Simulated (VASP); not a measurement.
# Ni (P4/nmm) in VASP: single point with PBEsol

Aim: the single point of Ni with PBEsol.

Everything below comes from runs of VASP 6.6.1. Logs are shortened: lines on timing, memory, paths and dates and some standing lists are left out, and cuts for length are marked.

## (1) The cell of the first run

It takes space group P4/nmm (No. 129, tetragonal). The conventional cell has a = 2.449 Å, b = 2.449 Å, c = 3.463 Å, α = 90.00°, β = 90.00°, γ = 90.00°. Ni (site symmetry 4mm) has 8 Ni at 2.07 to 2.45 Å within 2.7 Å.

## (2) Single point, PBEsol, collinear spin, ferromagnetic start (atoms displaced along a vibrational mode)

File INCAR:

```
SYSTEM = Ni
ALGO     = Normal         ! electronic algorithm
EDIFF    = 1E-6           ! SCF threshold, eV
ENCUT    = 520            ! plane-wave cutoff, eV
GGA      = PS             ! functional
ISIF     = 2              ! what is computed and relaxed
ISMEAR   = 0              ! smearing method
ISPIN    = 2              ! spin polarisation
LASPH    = .True.         ! aspherical terms in the spheres
LCHARG   = .False.        ! write CHGCAR
LMAXMIX  = 4              ! l up to which the mixer works
LORBIT   = 11             ! projections on sites
LREAL    = .False.        ! projectors in reciprocal space
LWAVE    = .False.        ! write WAVECAR
MAGMOM   = 0.73 0.73      ! initial moments
NBANDS   = 21             ! bands
NELM     = 150            ! most SCF steps
PREC     = Accurate       ! precision mode
SIGMA    = 0.15           ! smearing width, eV
```

File KPOINTS:

```
k-points
0
Gamma
  24 24 18
  0 0 0
```

File POSCAR:

```
Ni
1.0
    0.0000000000     -1.7315750128     -1.7315750128
    0.0000000000      1.7315750128     -1.7315750128
    3.4631500256      0.0000000000      0.0000000000
Ni
2
Direct
    0.5000000000      0.5000000000      0.4133736633
    0.0000000000      0.0000000000      0.0866263367
```

Potentials or basis: VASP PAW PBE potentials, release 64 (Ni).

Launch:

```console
cat potpaw_PBE.64/Ni/POTCAR > POTCAR
mpirun -np 1 vasp_std > vasp.out
```

OUTCAR:

```text
SYSTEM = Ni
   EDIFF = 1E-6
   ENCUT = 520
   GGA = PS
   ISIF = 2
   ISMEAR = 0
   ISPIN = 2
   LASPH = .True.
   LORBIT = 11
   LREAL = .False.
   NELM = 150
   PREC = Accurate

 ion  position               nearest neighbor table
   1  0.500  0.500  0.413-   2 2.07   2 2.07   2 2.07   2 2.07   2 2.90   2 2.90   2 2.90   2 2.90

   2  0.000  0.000  0.087-   1 2.07   1 2.07   1 2.07   1 2.07   1 2.90   1 2.90   1 2.90   1 2.90

  LATTYP: Found a simple tetragonal cell.
 ALAT       =     2.4488168674
 C/A-ratio  =     1.4142135624

  Lattice vectors:

 A1 = (   0.0000000000,  -1.7315750128,  -1.7315750128)
 A2 = (   0.0000000000,   1.7315750128,  -1.7315750128)
 A3 = (   3.4631500256,   0.0000000000,   0.0000000000)

Analysis of symmetry for initial positions (statically):
=====================================================================
 Subroutine PRICEL returns:
 Original cell was already a primitive cell.

 Routine SETGRP: Setting up the symmetry group for a
 simple tetragonal supercell.

 Subroutine GETGRP returns: Found 16 space group operations
 (whereof  8 operations were pure point group operations)
 out of a pool of 16 trial point group operations.

The static configuration has the point symmetry C_4v.
 The point group associated with its full space group is D_4h.

Analysis of symmetry for dynamics (positions and initial velocities):
=====================================================================
 Subroutine PRICEL returns:
 Original cell was already a primitive cell.

 Routine SETGRP: Setting up the symmetry group for a
 simple tetragonal supercell.

 Subroutine GETGRP returns: Found 16 space group operations
 (whereof  8 operations were pure point group operations)
 out of a pool of 16 trial point group operations.

The dynamic configuration has the point symmetry C_4v.
 The point group associated with its full space group is D_4h.

Analysis of structural, dynamic, and magnetic symmetry:
=====================================================================
 Subroutine PRICEL returns:
 Original cell was already a primitive cell.

 Routine SETGRP: Setting up the symmetry group for a
 simple tetragonal supercell.

 Subroutine GETGRP returns: Found 16 space group operations
 (whereof  8 operations were pure point group operations)
 out of a pool of 16 trial point group operations.

The overall configuration has the point symmetry C_4v.
 The point group associated with its full space group is D_4h.

 Subroutine INISYM returns: Found 16 space group operations
 (whereof  8 operations are pure point group operations),
 and found     1 'primitive' translations

----------------------------------------------------------------------------------------

                                     Primitive cell

  volume of cell :      20.7675

  direct lattice vectors                    reciprocal lattice vectors
     0.000000000 -1.731575013 -1.731575013     0.000000000 -0.288754456 -0.288754456
     0.000000000  1.731575013 -1.731575013     0.000000000  0.288754456 -0.288754456
     3.463150026  0.000000000  0.000000000     0.288754456  0.000000000  0.000000000

  length of vectors
     2.448816867  2.448816867  3.463150026     0.408360467  0.408360467  0.288754456

  position of ions in fractional coordinates (direct lattice)
     0.500000000  0.500000000  0.413373663
     0.000000000  0.000000000  0.086626337

  ion indices of the primitive-cell ions
   primitive index   ion index
                 1           1
                 2           2

----------------------------------------------------------------------------------------

 KPOINTS: k-points

Automatic generation of k-mesh.
 Grid dimensions read from file:
 generate k-points for:   24   24   18

 Generating k-lattice:

  Cartesian coordinates                     Fractional coordinates (reciprocal lattice)
     0.000000000 -0.012031436 -0.012031436     0.041666667  0.000000000  0.000000000
     0.000000000  0.012031436 -0.012031436     0.000000000  0.041666667  0.000000000
     0.016041914  0.000000000  0.000000000     0.000000000  0.000000000  0.055555556

  Length of vectors
     0.017015019  0.017015019  0.016041914

  Shift w.r.t. Gamma in fractional coordinates (k-lattice)
     0.000000000  0.000000000  0.000000000

 Subroutine IBZKPT returns following result:
 ===========================================

 Found    910 irreducible k-points:

 Following reciprocal coordinates:
            Coordinates               Weight
  0.000000  0.000000  0.000000      1.000000
  0.041667  0.000000  0.000000      4.000000
  0.083333  0.000000  0.000000      4.000000
  0.125000  0.000000  0.000000      4.000000
  0.166667  0.000000  0.000000      4.000000
  0.208333  0.000000  0.000000      4.000000
[... 16 lines left out ...]
  0.416667  0.041667  0.000000      8.000000
  0.458333  0.041667  0.000000      8.000000
 [... further k-points ...]
   k-points           NKPTS =    910   k-points in BZ     NKDIM =    910   number of bands    NBANDS=     21
   number of dos      NEDOS =    301   number of ions     NIONS =      2
   total plane-waves  NPLWV =   9072
   dimension x,y,z NGX =    18 NGY =   18 NGZ =   28
   dimension x,y,z NGXF=    36 NGYF=   36 NGZF=   56
   ions per type =               2
   NGX,Y,Z   is equivalent  to a cutoff of  12.22, 12.22, 13.44 a.u.
   NGXF,Y,Z  is equivalent  to a cutoff of  24.44, 24.44, 26.88 a.u.
 SYSTEM =  Ni
   PREC   = accura    normal or accurate (medium, high low for compatibility)
   ISTART =      0    job   : 0-new  1-cont  2-samecut
   ICHARG =      2    charge: 1-file 2-atom 10-const
   ISPIN  =      2    spin polarized calculation?
   LNONCOLLINEAR =      F non collinear calculations
   LSORBIT =      F    spin-orbit coupling
   LASPH  =      T    aspherical Exc in radial PAW
   ENCUT  =  520.0 eV  38.22 Ry    6.18 a.u.   4.55  4.55  6.44*2*pi/ulx,y,z
   NELM   =    150;   NELMIN=  2; NELMDL= -5     # of ELM steps
   EDIFF  = 0.1E-05   stopping-criterion for ELM
   LREAL  =      F    real-space projection
   EDIFFG = 0.1E-04   stopping-criterion for IOM
   NSW    =      0    number of steps for IOM
   IBRION =     -1    ionic relax: 0-MD 1-quasi-New 2-CG
   NFREE  =      0    steps in history (QN), initial steepest desc. (CG)
   ISIF   =      2    stress and relaxation
   ISYM   =      2    0-nonsym 1-usesym 2-fastsym
   POTIM  = 0.5000    time-step for ionic-motion
   TEBEG  =    0.0;   TEEND  =   0.0 temperature during run
   PSTRESS=    0.0 pullay stress
   NELECT =      20.0000    total number of electrons
   NUPDOWN=      -1.0000    fix difference up-down
   EMIN   =  10.00;   EMAX   =-10.00  energy-range for DOS
   EFERMI =   0.00;   METHOD = LEGACY
   ISMEAR =     0;   SIGMA  =   0.15  broadening in eV -4-tet -1-fermi 0-gaus
   EFERMI_NEDOS =   21; number of points for ismear=-14 and -15
   IALGO  =     38    algorithm
   IMIX   =      4    mixing-type and parameters
     AMIX     =   0.40;   BMIX     =  1.00
     AMIX_MAG =   1.60;   BMIX_MAG =  1.00
  volume/ion in A,a.u.               =      10.38        70.07
  Fermi-wavevector in a.u.,A,eV,Ry     =   1.616678  3.055078 35.560836  2.613648
  Thomas-Fermi vector in A             =   2.711226
   LORBIT       =     11    0 simple, 1 ext, 2 COOP (PROOUT), +10 PAW based schemes
   GGA     = PS    functional components
   LHFCALC =     F    Hartree Fock is set to
   AEXX    =    0.0000 exact exchange contribution
   IVDW    =     0    specifies the selected vdW correction
   LEPSILON=     F    determine dielectric tensor
   LRPA    =     F    only Hartree local field effects (RPA)
 spin polarized calculation
 Gauss-broadening in eV      SIGMA  =   0.15
  energy-cutoff  :      520.00
  volume of cell :       20.77
 maximum number of plane-waves:       586
   NGX =  9   NGY =  9   NGZ = 13

 number of electron      20.0000021 magnetization       1.2350753

 Free energy of the ion-electron system (eV)
  ---------------------------------------------------
  ext. energy  EPLUGINS =         0.00000000
  ---------------------------------------------------
  free energy    TOTEN  =       -10.31732870 eV

  energy without entropy =      -10.28773493  energy(sigma->0) =      -10.30253181

 E-fermi :  10.1270     XC(G=0): -13.5270

 val. band max:       10.1266464349   @ k =   0.2917   0.1667   0.5000
 cond. band min:      10.1272567751   @ k =   0.1250   0.0417   0.0556
 fundamental gap:      0.0006103403
 Fermi energy:        10.1270007827

 spin component 1

 k-point     1 :       0.0000    0.0000    0.0000
  band No.  band energies     occupation
      1       0.5202      1.00000
      2       4.2482      1.00000
      3       4.6334      1.00000
      4       7.1214      1.00000
      5       7.1214      1.00000
      6       7.2187      1.00000
[... 13 lines left out ...]
     20      38.7710      0.00000
     21      39.4300      0.00000

 k-point     2 :       0.0417    0.0000    0.0000
  band No.  band energies     occupation
      1       0.5680      1.00000
      2       4.2644      1.00000
      3       4.6521      1.00000
      4       7.1140      1.00000
      5       7.1257      1.00000
      6       7.1951      1.00000
[... 13 lines left out ...]
     20      38.8207      0.00000
     21      40.0788      0.00000
[... 487 lines left out ...]
      5       6.4940      1.00000
      6       6.5318      1.00000
[... 13 lines left out ...]
     20      37.5908      0.00000
     21      40.7595      0.00000

 k-point    24 :       0.4583    0.0417    0.0000
  band No.  band energies     occupation
      1       4.5201      1.00000
      2       4.6734      1.00000
      3       5.8207      1.00000
      4       6.0305      1.00000
      5       6.4907      1.00000
      6       6.5245      1.00000
[... 13 lines left out ...]
     20      36.6959      0.00000
     21      41.5257      0.00000

 [... further k-points ...]

 spin component 2

 k-point     1 :       0.0000    0.0000    0.0000
  band No.  band energies     occupation
      1       0.5392      1.00000
      2       4.6252      1.00000
      3       4.9976      1.00000
      4       7.7992      1.00000
      5       7.7992      1.00000
      6       8.0725      1.00000
[... 13 lines left out ...]
     20      38.8787      0.00000
     21      39.4825      0.00000

 k-point     2 :       0.0417    0.0000    0.0000
  band No.  band energies     occupation
      1       0.5871      1.00000
      2       4.6417      1.00000
      3       5.0176      1.00000
      4       7.7927      1.00000
      5       7.8021      1.00000
      6       8.0456      1.00000
[... 13 lines left out ...]
     20      38.9282      0.00000
     21      40.1228      0.00000
[... 487 lines left out ...]
      5       7.1985      1.00000
      6       7.2244      1.00000
[... 13 lines left out ...]
     20      37.6801      0.00000
     21      40.7497      0.00000

 k-point    24 :       0.4583    0.0417    0.0000
  band No.  band energies     occupation
      1       4.7462      1.00000
      2       5.0427      1.00000
      3       6.2481      1.00000
      4       6.4186      1.00000
      5       7.1792      1.00000
      6       7.1972      1.00000
[... 13 lines left out ...]
     20      36.7737      0.00000
     21      41.5182      0.00000

 [... further k-points ...]

------------------------ aborting loop because EDIFF is reached ----------------------------------------

  FORCE on cell =-STRESS in cart. coord.  units (eV):
  Direction    XX          YY          ZZ          XY          YZ          ZX
  --------------------------------------------------------------------------------------
  -------------------------------------------------------------------------------------
  Total        4.6462647      8.1732988      8.1732988      0.0000000      0.0000000     -0.0000000
  in kB      358.4516711    630.5565426    630.5565426      0.0000000      0.0000000     -0.0000000
  external PRESSURE =     539.8549188 kB  Pullay stress =       0.0000000 kB

 VOLUME and BASIS-vectors are now :
 -----------------------------------------------------------------------------
  energy-cutoff  :      520.00
  volume of cell :       20.77
      direct lattice vectors                 reciprocal lattice vectors
     0.000000000 -1.731575013 -1.731575013     0.000000000 -0.288754456 -0.288754456
     0.000000000  1.731575013 -1.731575013     0.000000000  0.288754456 -0.288754456
     3.463150026  0.000000000  0.000000000     0.288754456  0.000000000  0.000000000

 POSITION                                       TOTAL-FORCE (eV/Angst)
 -----------------------------------------------------------------------------------
      1.43158      0.00000     -1.73158         7.068374     -0.000000      0.000000
      0.30000      0.00000      0.00000        -7.068374      0.000000     -0.000000
 -----------------------------------------------------------------------------------
    total drift:                                0.000000      0.000000     -0.000000

  FREE ENERGIE OF THE ION-ELECTRON SYSTEM (eV)
  ---------------------------------------------------
  free  energy   TOTEN  =       -10.3173286960 eV

  energy  without entropy=      -10.2877349267  energy(sigma->0) =      -10.30253181

 total charge

# of ion       s       p       d       tot
------------------------------------------
    1        0.616   0.660   8.487   9.763
    2        0.616   0.660   8.487   9.763
--------------------------------------------------
tot          1.232   1.321  16.974  19.527

 magnetization (x)

# of ion       s       p       d       tot
------------------------------------------
    1       -0.005  -0.019   0.632   0.608
    2       -0.005  -0.019   0.632   0.608
--------------------------------------------------
tot         -0.009  -0.038   1.265   1.217
```

Run time: 14 min. Hardware: 1 thread of Oxide Virtual Turin-like, shared host; peak memory 0.55 GiB.

Results:

```yaml
Free_energy: -10.3173 eV
Pressure: 54.0 GPa
Largest_force: 7.068 eV/Å
Net_moment: 1.24 μB per cell
Site_moments: Ni +0.61 μB
Valence_electrons_inside_the_program's_atomic_spheres: Ni 9.76
```

Forces on the atoms (eV/Å):
```
Ni   7.068  0.000  0.000
Ni  -7.068  0.000  0.000
```

Stress tensor (GPa, compression positive):
```
35.85  0.00  0.00
 0.00 63.06  0.00
 0.00  0.00 63.06
```

Caveat: the cell differs from its parent crystal (atoms displaced along a vibrational mode); the stress differs along the axes, from 36 to 63 GPa; the PAW data sets were made with another functional, which shifts forces and pressure a little.
